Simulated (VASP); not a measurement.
# LiCaF3 (P4/mmm) in VASP: notebook, part 2 of 2

VASP 6.6.1. Earlier steps stand in the parts before.

## 3. Single point, LDA (strain +0.0525 x Voigt [0, 0, 1, 0, 0, 0])

INCAR reads:

```
PREC = Accurate
ENCUT = 520
EDIFF = 1E-6
ISMEAR = 0
SIGMA = 0.05
LREAL = False
LASPH = True
NELM = 60
ALGO = Normal
ISIF = 2
LWAVE = False
LCHARG = False
NBANDS = 25
```

KPOINTS reads:

```
regular mesh
0
Gamma
  6 6 6
```

POSCAR reads:

```
LiCaF3
1.0
    3.7612440000      0.0000000000      0.0000000000
    0.0000000000      3.7612440000      0.0000000000
    0.0000000000      0.0000000000      3.9587093100
Li Ca F
1 1 3
Direct
    0.5000000000      0.5000000000      0.5000000000
    0.0000000000      0.0000000000      0.0000000000
    0.0000000000      0.5000000000      0.5000000000
    0.5000000000      0.5000000000      0.0000000000
    0.5000000000      0.0000000000      0.5000000000
```

Potentials or basis: VASP PAW LDA potentials, release 64 (Li_sv, Ca_sv, F).

Command:

```sh
$ cat potpaw_LDA.64/Li_sv/POTCAR potpaw_LDA.64/Ca_sv/POTCAR potpaw_LDA.64/F/POTCAR > POTCAR
$ mpirun -np 1 vasp_std > vasp.out
```

Wall time 38 s (1 thread of AMD EPYC 7R13 (Zen 3), shared host); peak memory 0.15 GiB.

It converged, with:

```
Free energy            : -28.3766 eV
Band gap on the k mesh : 5.79 eV, indirect (least direct gap 6.10 eV)
```

Levels at points of the mesh, in eV from the valence-band top:
```tsv
k point	band 15	band 16	band 17	band 18	band 19	band 20
(0.00, 0.00, 0.00)	-0.38	-0.30	-0.30	5.79	5.84	6.22
(0.50, 0.00, 0.00)	-1.22	-0.85	-0.63	6.97	7.28	7.70
(0.50, 0.50, 0.00)	-1.59	-0.23	-0.04	7.33	7.74	8.13
(0.00, 0.00, 0.50)	-1.37	-0.46	-0.46	6.73	6.87	7.72
(0.50, 0.00, 0.50)	-1.42	-0.45	-0.43	7.34	7.40	8.22
(0.50, 0.50, 0.50)	-0.37	-0.22	0.00	6.90	6.90	6.91
```

Caveat: the cell differs from its parent crystal (strain +0.0525 x Voigt [0, 0, 1, 0, 0, 0]); the cutoff is under 1.25 times the usual one of these potentials, so pressure, stress and relaxed cells hold a basis-set (Pulay) error. A k mesh can miss the band edges.

## 4. Single point, LDA (strain +0.0600 x Voigt [0, 0, 1, 0, 0, 0])

INCAR reads:

```
SYSTEM = LiCaF3
PREC     = Accurate       ! precision mode
ENCUT    = 520            ! plane-wave cutoff, eV
EDIFF    = 1E-6           ! SCF threshold, eV
ISMEAR   = 0              ! smearing method
SIGMA    = 0.05           ! smearing width, eV
LREAL    = .False.        ! projectors in reciprocal space
LASPH    = .True.         ! aspherical terms in the spheres
NELM     = 80             ! most SCF steps
ALGO     = Normal         ! electronic algorithm
ISIF     = 2              ! what is computed and relaxed
LWAVE    = .False.        ! write WAVECAR
LCHARG   = .True.         ! write CHGCAR
LELF     = .True.         ! ELF
LVHAR    = .True.       
NBANDS   = 25             ! bands
```

KPOINTS reads:

```
Automatic mesh
0
Gamma
  6 6 6
  0 0 0
```

Changes to POSCAR since step 3:

```diff
@@ -4,3 +4,3 @@
     0.0000000000      3.7612440000      0.0000000000
-    0.0000000000      0.0000000000      3.9587093100
+    0.0000000000      0.0000000000      3.9869186400
 Li Ca F
```

Potentials or basis: VASP PAW LDA potentials, release 64 (Li_sv, Ca_sv, F).

Command:

```sh
$ cat potpaw_LDA.64/Li_sv/POTCAR potpaw_LDA.64/Ca_sv/POTCAR potpaw_LDA.64/F/POTCAR > POTCAR
$ mpirun -np 1 vasp_std > vasp.out
```

OUTCAR:

```text
SYSTEM = LiCaF3
   PREC = Accurate
   ENCUT = 520
   EDIFF = 1E-6
   ISMEAR = 0
   LREAL = .False.
   LASPH = .True.
   NELM = 80
   ISIF = 2

 ion  position               nearest neighbor table
   1  0.500  0.500  0.500-   3 1.88   5 1.88   5 1.88   3 1.88   4 1.99   4 1.99
   2  0.000  0.000  0.000-
   3  0.000  0.500  0.500-   1 1.88   1 1.88
   4  0.500  0.500  0.000-   1 1.99   1 1.99
   5  0.500  0.000  0.500-   1 1.88   1 1.88

  LATTYP: Found a simple tetragonal cell.
 ALAT       =     3.7612440000
[... 868 lines left out ...]
 [... further k-points ...]
[... 5 lines left out ...]
  --------------------------------------------------------------------------------------
  -------------------------------------------------------------------------------------
  Total       -3.6705736     -3.6705736     -5.5552710      0.0000000      0.0000000      0.0000000
  in kB     -104.2663414   -104.2663414   -157.8030674      0.0000000      0.0000000      0.0000000
  external PRESSURE =    -122.1119167 kB  Pullay stress =       0.0000000 kB

 VOLUME and BASIS-vectors are now :
 -----------------------------------------------------------------------------
  energy-cutoff  :      520.00
  volume of cell :       56.40
      direct lattice vectors                 reciprocal lattice vectors
     3.761244000  0.000000000  0.000000000     0.265869484  0.000000000  0.000000000
     0.000000000  3.761244000  0.000000000     0.000000000  0.265869484  0.000000000
     0.000000000  0.000000000  3.986918640     0.000000000  0.000000000  0.250820268

 POSITION                                       TOTAL-FORCE (eV/Angst)
 -----------------------------------------------------------------------------------
      1.88062      1.88062      1.99346         0.000000      0.000000      0.000000
      0.00000      0.00000      0.00000         0.000000      0.000000      0.000000
      0.00000      1.88062      1.99346         0.000000      0.000000      0.000000
      1.88062      1.88062      0.00000         0.000000      0.000000      0.000000
      1.88062      0.00000      1.99346         0.000000      0.000000      0.000000
 -----------------------------------------------------------------------------------
    total drift:                                0.000000      0.000000      0.000000

  FREE ENERGIE OF THE ION-ELECTRON SYSTEM (eV)
  ---------------------------------------------------
  free  energy   TOTEN  =       -28.3389484866 eV

  energy  without entropy=      -28.3389484866  energy(sigma->0) =      -28.33894849
```

Run time: 34 s. Hardware: 1 thread of AMD EPYC 7R13 (Zen 3), shared host; peak memory 0.15 GiB.

Results:

```
Free energy            : -28.3389 eV
Band gap on the k mesh : 5.72 eV, indirect (least direct gap 6.04 eV)
```

Caveat: the cell differs from its parent crystal (strain +0.0600 x Voigt [0, 0, 1, 0, 0, 0]); the cutoff is under 1.25 times the usual one of these potentials, so pressure, stress and relaxed cells hold a basis-set (Pulay) error. A k mesh can miss the band edges.

## 5. Overview

```tsv
cell	gap on the mesh (eV)
a = 3.761, b = 3.761, c = 3.930 Å, 5 atoms	5.87
a = 3.761, b = 3.761, c = 3.959 Å, 5 atoms	5.79
a = 3.761, b = 3.761, c = 3.987 Å, 5 atoms	5.72
```

Alike in all rows: task single point; level LDA; potentials or basis VASP PAW LDA potentials, release 64 (Li_sv, Ca_sv, F); no spin polarisation; k mesh 6 × 6 × 6; cutoff (eV) 520; smearing gaussian 0.05 eV.

Caveats: the cutoff is under 1.25 times the usual one of these potentials, so pressure, stress and relaxed cells hold a basis-set (Pulay) error.

Absolute energies hang on the potentials; compare differences alone.
